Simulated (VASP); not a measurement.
Set up this calculation in VASP 6.6.1, as the native input.

* Task: single point
* Functional: LDA
* Potentials or basis: VASP PAW LDA potentials, release 64 (Zr_sv, C)
* Cutoff: 520 eV
* k mesh: 16 × 16 × 16
* Occupations: gaussian, width 0.15 eV
* Spin: no spin polarisation
* Dipole correction: no
* Further INCAR settings: ALGO = Normal; EDIFF = 1e-06; NBANDS = 15

The structure of ZrC lies in POSCAR:

```
ZrC
1.0
    0.0000000000      2.3477650992      2.2666556343
    2.3477650992      0.0000000000      2.2666556343
    2.3477650992      2.3477650992      0.0000000000
Zr C
1 1
Direct
    0.5000000000      0.5000000000      0.5000000000
    0.0000000000      0.0000000000      0.0000000000
```

This cell differs from its parent crystal: mode 4 frozen in at +0.000 Å, strain +e along z and -e/2 along x and y -0.0233.

These files were run (other wordings do the same):

INCAR

```
  PREC = Accurate
  ENCUT = 520
  EDIFF = 1E-6
  ISMEAR = 0
  SIGMA = 0.15
  LREAL = F
  LASPH = T
  NELM = 80
  ALGO = Normal
  ISIF = 2
  LWAVE = F
  LCHARG = F
  NBANDS = 15
```

KPOINTS

```
regular mesh
0
Gamma
  16 16 16
```

Potentials or basis: VASP PAW LDA potentials, release 64 (Zr_sv, C).

Run with:

```sh
$ cat potpaw_LDA.64/Zr_sv/POTCAR potpaw_LDA.64/C/POTCAR > POTCAR
$ mpirun -np 1 vasp_std > vasp.out
```

Results of the run:

The pressure is 1.3 GPa and the band gap on the k mesh is zero (band 8 reaches 10.83 eV, above the bottom of band 9 at 9.29 eV).

Caveat: the cell differs from its parent crystal (mode 4 frozen in at +0.000 Å, strain +e along z and -e/2 along x and y -0.0233).

It took 45 s on 1 thread of Intel(R) Xeon(R) Platinum 8559C (Emerald Rapids), with other jobs on the host, peak memory 0.24 GiB.
